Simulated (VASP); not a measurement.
TiO2: electric field gradients with LDA

The system is TiO2.

```
CELL_PARAMETERS angstrom
4.54806 0.00000 0.00000
0.00000 4.54806 0.00000
0.00000 0.00000 2.95900
ATOMIC_POSITIONS crystal
Ti 0.00000 0.00000 0.00000
Ti 0.50000 0.50000 0.50000
O 0.30600 0.30600 0.00000
O 0.19400 0.80600 0.50000
O 0.69400 0.69400 0.00000
O 0.80600 0.19400 0.50000
```

This cell differs from its parent crystal: equal xx and yy strain of -1 %.

```json
{
 "Program": "VASP 6.6.1",
 "Task": "electric field gradients",
 "Functional": "LDA",
 "Potentials or basis": "VASP PAW LDA potentials, release 64 (Ti_sv, O)",
 "Cutoff": "520 eV",
 "k mesh": "7 × 7 × 10",
 "Occupations": "fermi-dirac, width 0.05 eV",
 "Spin": "no spin polarisation",
 "Dipole correction": "no",
 "Further INCAR settings": "ALGO = Normal; EDIFF = 1e-08; NBANDS = 33"
}
```

The pressure is -2.3 GPa and the largest force is 0.232 eV/Å. The band gap on the k mesh is 1.85 eV and the largest electric field gradient by atom is Ti -24.4; O +17.7 V/Å².

Forces on the atoms (eV/Å):
```
Ti   0.000  0.000  0.000
Ti   0.000  0.000  0.000
O   -0.164 -0.164  0.000
O    0.164 -0.164  0.000
O    0.164  0.164  0.000
O   -0.164  0.164  0.000
```

Stress tensor (GPa, compression positive):
```
-0.95  0.00  0.00
 0.00 -0.95  0.00
 0.00  0.00 -5.14
```

Levels at points of the mesh, in eV from the valence-band top:
```
           k point  band 20  band 21  band 22  band 23  band 24  band 25  band 26  band 27  band 28  band 29
(0.00, 0.00, 0.00)    -2.07    -0.73    -0.44    -0.44     0.00     1.85     2.20     2.38     2.46     2.46
(0.00, 0.00, 0.50)    -2.71    -2.53    -2.53    -1.45    -1.45     2.99     2.99     3.09     3.09     3.75
```

Electric field gradients, principal values (V/Å²):
```csv
atom,least,middle,greatest (by size)
1 Ti,10.442,13.921,-24.363
2 Ti,10.442,13.921,-24.363
3 O,-1.785,-15.947,17.732
4 O,-1.785,-15.947,17.732
5 O,-1.785,-15.947,17.732
6 O,-1.785,-15.947,17.732
```

Wall time 80 s on 1 thread of AMD EPYC 9R45 96-Core Processor (Zen 5) (shared host), peak memory 0.18 GiB.

Caveat: the cell differs from its parent crystal (equal xx and yy strain of -1 %); without QUAD_EFG the Cq values of the log hold for a quadrupole moment of 1 mb, not for the nuclei; an odd mesh through Γ misses points on the zone boundary, where band edges can lie.
